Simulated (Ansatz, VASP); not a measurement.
**Two plane-wave programs on ZnSe**

```
CELL_PARAMETERS angstrom
0.00000 2.83380 2.83380
2.83380 0.00000 2.83380
2.83380 2.83380 0.00000
ATOMIC_POSITIONS crystal
Zn 0.00000 0.00000 0.00000
Se 0.25000 0.25000 0.25000
```

Alike in both runs: task single point; functional PBE; k mesh 10 × 10 × 10; no spin polarisation.

|  | VASP | Ansatz |
| --- | --- | --- |
| version | VASP 6.6.1 | Ansatz 0.2.0 |
| potentials or method | VASP PAW PBE potentials, release 64 (Zn, Se) | plane waves, PAW |
| plane-wave cutoff (eV) | 500 | 420 |
| occupations | gaussian, width 0.01 eV | fixed |
| valence electrons in the cell | 18 | 28 |

|  | VASP | Ansatz | Ansatz less VASP |
| --- | --- | --- | --- |
| gap on the k mesh at the Fermi level (eV) | 1.29 | 1.29 | -0.002 |

VASP's potentials hold 18 valence electrons a cell and Ansatz's 28, so a difference there can come from the potentials and not from the codes.
